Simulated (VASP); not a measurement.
Crystal: Cu3O2.

```xyz
5
Lattice="-2.0230 2.0230 3.6736 2.0230 -2.0230 3.6736 2.0230 2.0230 -3.6736" Properties=species:S:1:pos:R:3 pbc="T T T"
Cu    2.0230    0.0000    1.8368
Cu    0.0000    2.0230    1.8368
Cu    0.0000    0.0000    0.0000
O     2.0230    0.0000    0.0000
O     0.0000    2.0230    0.0000
```

Base run:

```yaml
Program: VASP 6.6.1
Functional: RPBE
Potentials_or_basis: VASP PAW PBE potentials, release 64 (Cu, O)
Cutoff: 520 eV
k_mesh: 7 × 7 × 7
Occupations: fermi-dirac, width 0.1 eV
Spin: no spin polarisation
```

Its results: band gap on the k mesh zero (an odd number of electrons rules out a gap without spin polarisation); pressure 6.2 GPa.

Task: The run is repeated on the same cell with these changes: functional from RPBE to r2SCAN. What comes out?

Result: Band gap on the k mesh zero (an odd number of electrons rules out a gap without spin polarisation); pressure -3.6 GPa.

Caveats: the PAW data sets were made with another functional, which shifts forces and pressure a little; an odd number of electrons without spin polarisation forces a metal; a magnetic or distorted state may lie lower; the cell stands under pressure (at least some runs); the cell stands under tension (at least some runs).
